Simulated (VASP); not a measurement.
Al4Co, 10 atoms in the cell. Symmetry: Fd-3m, No. 227, cubic system. Conventional cell: a = 9.198 Å, b = 9.198 Å, c = 9.198 Å, α = 90.00°, β = 90.00°, γ = 90.00°. Within 2.7 Å of Al (site symmetry 3m) lie 1 Co at 2.01 Å. Within 2.7 Å of Co (site symmetry -43m) lie 4 Al at 2.01 Å. The cell was generated, and may not be a known phase.

| Quantity | Value |
| --- | --- |
| Program | VASP 6.6.1 |
| Task | relaxation of cell and atoms |
| Functional | PBE |
| Potentials or basis | VASP PAW PBE potentials, release 64 (Al, Co) |
| Cutoff | 600 eV |
| k mesh | 3 × 3 × 3 |
| Occupations | gaussian, width 0.2 eV |
| Spin | collinear spin, ferromagnetic start |
| Starting moments | [0.0, 0.0, 0.0, 0.0, 0.0, 0.0, 0.0, 0.0, 3.0, 3.0] μB |
| Dipole correction | no |
| Further INCAR settings | ALGO = Normal; EDIFF = 1e-07; IBRION = 2; EDIFFG = -0.08; NSW = 36; ISIF = 3 |

Potentials or basis: VASP PAW PBE potentials, release 64 (Al, Co).

Launch:

```console
$ cat potpaw_PBE.64/Al/POTCAR potpaw_PBE.64/Co/POTCAR > POTCAR
$ mpirun -np 1 vasp_std > vasp.out
```

Hardware: 1 thread of Intel(R) Xeon(R) 6975P-C (Granite Rapids), with other jobs on the host.

Question: How long does it take, and how much memory?

Answer: Run time: 18 min on 1 thread of Intel(R) Xeon(R) 6975P-C (Granite Rapids) (shared host), peak memory 0.53 GiB. Counts: scf iterations 103, k points 4, ion steps 8.
